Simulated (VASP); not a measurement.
In3Se, 4 atoms in the cell. It takes space group Pm-3m (No. 221, cubic). The conventional cell has a = 4.804 Å, b = 4.804 Å, c = 4.804 Å, α = 90.00°, β = 90.00°, γ = 90.00°. In (site symmetry 4/mmm) has 8 In at 3.40 Å and 4 Se at 3.40 Å within 4.5 Å. Within 4.5 Å of Se (site symmetry m-3m) lie 12 In at 3.40 Å. 

- Program: VASP 6.6.1
- Task: single point
- Functional: LDA
- Potentials or basis: VASP PAW LDA potentials, release 64 (In_d, Se)
- Cutoff: 520 eV
- k mesh: 3 × 3 × 3
- Occupations: fermi-dirac, width 0.05 eV
- Spin: no spin polarisation
- Dipole correction: no
- k mesh for the DOS: 5 × 5 × 5
- Occupations for the DOS: tetrahedron
- Further INCAR settings: ALGO = Normal; EDIFF = 1e-06

Potentials or basis: VASP PAW LDA potentials, release 64 (In_d, Se).

The run is started by

```console
$ cat potpaw_LDA.64/In_d/POTCAR potpaw_LDA.64/Se/POTCAR > POTCAR
$ cp INCAR.step1 INCAR
$ cp KPOINTS.step1 KPOINTS
$ mpirun -np 1 vasp_std > vasp.out
$ cp INCAR.step2 INCAR
$ cp KPOINTS.step2 KPOINTS
$ mpirun -np 1 vasp_std > vasp.out
```

Hardware: 1 thread of AMD EPYC 7R13, on a shared host.

**Question.** How long does it take, and how much memory?

**Answer.** Run time: 47 s on 1 thread of AMD EPYC 7R13, with other jobs on the host, peak memory 0.14 GiB. Counts: k points 10.
